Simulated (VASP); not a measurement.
Write the native input for VASP 6.6.1 that does the following.

* Task: single point
* Functional: PBE
* Potentials or basis: VASP PAW PBE potentials, release 64 (Mg, O)
* Cutoff: 600 eV
* k mesh: 8 × 8 × 8
* Occupations: fermi-dirac, width 0.05 eV
* Spin: no spin polarisation
* Dipole correction: no
* Further INCAR settings: ALGO = Normal; EDIFF = 1e-06; NBANDS = 11

The structure of MgO lies in POSCAR:

```
MgO
1.0
   -0.0421700000      2.0874150000      2.0874150000
    2.0874150000     -0.0421700000      2.0874150000
    2.0874150000      2.0874150000     -0.0421700000
Mg O
1 1
Direct
    0.0000000000      0.0000000000      0.0000000000
    0.5000000000      0.5000000000      0.5000000000
```

One way to write it, as run:

INCAR

```
ALGO     = Normal         # electronic algorithm
EDIFF    = 1E-6           # SCF threshold, eV
ENCUT    = 600            # plane-wave cutoff, eV
GGA      = PE             # functional
GGA_COMPAT= False        
ISIF     = 2              # what is computed and relaxed
ISMEAR   = -1             # smearing method
LASPH    = True           # aspherical terms in the spheres
LCHARG   = False          # write CHGCAR
LREAL    = False          # projectors in reciprocal space
LWAVE    = False          # write WAVECAR
NBANDS   = 11             # bands
NELM     = 120            # most SCF steps
PREC     = Accurate       # precision mode
SIGMA    = 0.05           # smearing width, eV
```

KPOINTS

```
k-points
0
Gamma
  8 8 8
```

Potentials or basis: VASP PAW PBE potentials, release 64 (Mg, O).

Run with:

```sh
$ cat potpaw_PBE.64/Mg/POTCAR potpaw_PBE.64/O/POTCAR > POTCAR
$ mpirun -np 1 vasp_std > vasp.out
```

Results of the run:

```
Pressure               : 3.2 GPa
Band gap on the k mesh : 4.54 eV
```

Caveat: the cell stands under pressure.

Wall time 11 s on 1 thread of Intel Xeon 8259CL, with other jobs on the host, peak memory 0.15 GiB.
